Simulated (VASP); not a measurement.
**Si7Ge: single point with r2SCAN**

Si7Ge:

```
Si Ge
1.0
     0.00000   -5.46797    0.00000
     0.00000    0.00000   -5.46797
    11.43594    0.00000    0.00000
Si Ge
14 2
Cartesian
  0.6902 -4.0877 -4.0877
  6.1582 -4.0877 -4.0877
  10.2459 -2.7340 -2.7340
  4.7779 -2.7340 -2.7340
  2.0439 -2.7340 0.0000
  7.5119 -2.7340 0.0000
  2.0439 0.0000 -2.7340
  7.5119 0.0000 -2.7340
  3.3976 -4.0877 -1.3803
  8.8656 -4.0877 -1.3803
  3.3976 -1.3803 -4.0877
  8.8656 -1.3803 -4.0877
  0.6902 -1.3803 -1.3803
  6.1582 -1.3803 -1.3803
  10.2459 0.0000 0.0000
  4.7779 0.0000 0.0000
```

This cell differs from its parent crystal: the distance across one plane changed.

| Quantity | Value |
| --- | --- |
| Program | VASP 6.6.1 |
| Task | single point |
| Functional | r2SCAN |
| Potentials or basis | VASP PAW PBE potentials, release 64 (Si, Ge_d) |
| Cutoff | 520 eV |
| k mesh | 6 × 6 × 3 |
| Occupations | gaussian, width 0.05 eV |
| Spin | no spin polarisation |

The pressure is -2.8 GPa and the largest force is 2.516 eV/Å. The band gap on the k mesh is zero (bands 42 and 43 overlap by 0.14 eV).

Forces in eV/Å, atoms in the order of the input:
```
Si  -2.463  0.017  0.017
Si   0.041  0.019  0.019
Si   2.516  0.000  0.000
Si  -0.019  0.000  0.000
Si  -0.430  0.000  0.000
Si  -0.011  0.000  0.000
Si  -0.430  0.000  0.000
Si  -0.011  0.000  0.000
Si  -0.011  0.024 -0.024
Si   0.396  0.042 -0.042
Si  -0.011 -0.024  0.024
Si   0.396 -0.042  0.042
Si  -2.463 -0.017 -0.017
Si   0.041 -0.019 -0.019
Ge   2.476  0.000  0.000
Ge  -0.019  0.000  0.000
```

Stress tensor (GPa, compression positive):
```
-6.28  0.00  0.00
 0.00 -1.12 -0.73
 0.00 -0.73 -1.12
```

Levels at points of the mesh, in eV from the Fermi level:
```csv
k point,band 40,band 41,band 42,band 43,band 44,band 45
"(0.00, 0.00, 0.00)",-0.78,-0.71,-0.24,0.00,0.23,0.49
"(0.50, 0.00, 0.00)",-2.06,-1.61,-1.55,0.56,0.72,1.61
"(0.50, 0.50, 0.00)",-1.75,-1.65,-0.07,0.41,0.78,0.87
```

Wall time 92 min on 1 thread of Intel Xeon 8259CL, with other jobs on the host, peak memory 0.59 GiB.

Caveat: the cell differs from its parent crystal (the distance across one plane changed); the stress differs along the axes, from -6 to -1 GPa; semilocal functionals underestimate gaps, and a narrow one can read as zero; the PAW data sets were made with another functional, which shifts forces and pressure a little.
